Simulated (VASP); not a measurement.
Input of a VASP 6.6.1 run:

INCAR

```
  ALGO = Fast
  EDIFF = 1E-6
  ENCUT = 520
  GGA = PS
  ISIF = 2
  ISMEAR = 0
  IVDW = 12
  LASPH = True
  LCHARG = False
  LREAL = False
  LWAVE = False
  NBANDS = 13
  NELM = 100
  PREC = Accurate
  SIGMA = 0.1
```

KPOINTS

```
k-points
0
Gamma
  16 16 16
```

The input POSCAR:

```
Sn
1.0
   -1.8715024329      1.6771689074      1.8761439487
    1.8715024329     -1.6771689074      1.8761439487
    1.8715024329      1.6771689074     -1.8761439487
Sn
1
Direct
    0.0000000000      0.0000000000      0.0000000000
```

Potentials or basis: VASP PAW PBE potentials, release 64 (Sn_d).

Launch:

```console
$ cat potpaw_PBE.64/Sn_d/POTCAR > POTCAR
$ mpirun -np 1 vasp_std > vasp.out
```

(1) Estimate the band gap on the k mesh.

(2) Estimate the pressure.

Answers

(1) zero (band 7 reaches 18.45 eV, above the bottom of band 8 at 7.02 eV).

(2) 4.3 GPa.

Caveat: the PAW data sets were made with another functional, which shifts forces and pressure a little; spin-orbit coupling is left out, which moves the levels of the heavy elements; pairwise dispersion overbinds metals, which lowers pressure and volume.
